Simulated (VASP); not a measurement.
Input of a VASP 6.6.1 run:

File INCAR:

```
SYSTEM = HCN
PREC = Accurate ; ENCUT = 1330
EDIFF = 1E-6 ; ISMEAR = -1
SIGMA = 0.05 ; LREAL = .False.
LASPH = .True. ; NELM = 120
ALGO = Normal ; ISIF = 2
LWAVE = .False. ; LCHARG = .False.
GGA = PE ; NBANDS = 12
GGA_COMPAT = .False.
```

The input KPOINTS:

```
Automatic mesh
0
Gamma
  5 5 5
  0 0 0
```

The input POSCAR:

```
HCN
1.0
   -2.3160580000      2.3160580000      2.1599010000
    2.3160580000     -2.3160580000      2.1599010000
    2.3160580000      2.3160580000     -2.1599010000
N C H
1 1 1
Direct
    0.2719290000      0.2719290000      0.0000000000
    0.0036740000      0.0036740000      0.0000000000
    0.7520970000      0.7520970000      0.0000000000
```

Potentials or basis: VASP PAW PBE potentials, release 64 (N_h, C_h, H_h).

Launch:

```sh
$ cat potpaw_PBE.64/N_h/POTCAR potpaw_PBE.64/C_h/POTCAR potpaw_PBE.64/H_h/POTCAR > POTCAR
$ mpirun -np 1 vasp_std > vasp.out
```

**Question.** What does it give for the pressure?

**Answer.** 0.0 GPa.

**Question.** Estimate the band gap on the k mesh.

**Answer.** 6.88 eV (least direct gap 7.16 eV).

**Question.** Predict the largest force.

**Answer.** 0.374 eV/Å.

Stress tensor (GPa, compression positive):
```
 0.30  0.00  0.00
 0.00  0.30  0.00
 0.00  0.00 -0.72
```

Caveat: this functional lacks dispersion, which holds the molecules together, so the pressure and a relaxed volume are unreliable; this functional lacks dispersion, which binds layers or chains, so the pressure and a relaxed spacing across them are unreliable. A k mesh can miss the band edges.
